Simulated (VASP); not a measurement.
Write the native input for VASP 6.6.1 that does the following.

- Task: single point
- Functional: r2SCAN
- Potentials or basis: VASP PAW PBE potentials, release 64 (La)
- Cutoff: 520 eV
- k mesh: 7 × 7 × 4
- Occupations: fermi-dirac, width 0.1 eV
- Spin: no spin polarisation
- Dipole correction: no
- Further INCAR settings: ALGO = Normal; EDIFF = 1e-07; NBANDS = 18

La:

```
La
1.0
     3.33671    0.00000    0.00000
    -1.66835    2.88967    0.00000
     0.00000    0.00000    5.71503
La
2
Direct
  0.33333 0.66667 0.25000
  0.66667 0.33333 0.75000
```

One way to write it, as run:

POSCAR

```
La
1.0
    3.3367068988      0.0000000000      0.0000000000
   -1.6683534494      2.8896729393      0.0000000000
    0.0000000000      0.0000000000      5.7150289501
La
2
Direct
    0.3333333333      0.6666666667      0.2500000000
    0.6666666667      0.3333333333      0.7500000000
```

INCAR.step1

```
SYSTEM = La
  PREC = Accurate
  ENCUT = 520
  ISMEAR = -1
  SIGMA = 0.1
  LREAL = .FALSE.
  LASPH = .TRUE.
  NELM = 100
  NBANDS = 18
  GGA = PE
  ALGO = Normal
  EDIFF = 1E-4
  LWAVE = .TRUE.
  LCHARG = .FALSE.
```

INCAR.step2

```
SYSTEM = La
  PREC = Accurate
  ENCUT = 520
  EDIFF = 1E-7
  ISMEAR = -1
  SIGMA = 0.1
  LREAL = .FALSE.
  LASPH = .TRUE.
  NELM = 100
  ALGO = Normal
  ISIF = 2
  LWAVE = .FALSE.
  LCHARG = .FALSE.
  METAGGA = R2SCAN
  LMIXTAU = .TRUE.
  NBANDS = 18
  ISTART = 1
```

KPOINTS

```
Automatic mesh
0
G
  7 7 4
  0 0 0
```

Potentials or basis: VASP PAW PBE potentials, release 64 (La).

Run with:

```bash
$ cat potpaw_PBE.64/La/POTCAR > POTCAR
$ cp INCAR.step1 INCAR
$ mpirun -np 1 vasp_std > vasp.out
$ cp INCAR.step2 INCAR
$ mpirun -np 1 vasp_std > vasp.out
```

It gave:

```yaml
Pressure: 10.1 GPa
Band_gap_on_the_k_mesh: zero (band 11 reaches 12.24 eV, above the bottom of band 12 at 10.27 eV)
```

Caveat: the PAW data sets were made with another functional, which shifts forces and pressure a little; spin-orbit coupling is left out, which moves the levels of the heavy elements.

Run time: 110 s on 1 thread of Intel(R) Xeon(R) Platinum 8488C (Sapphire Rapids) (shared host), peak memory 0.2 GiB.
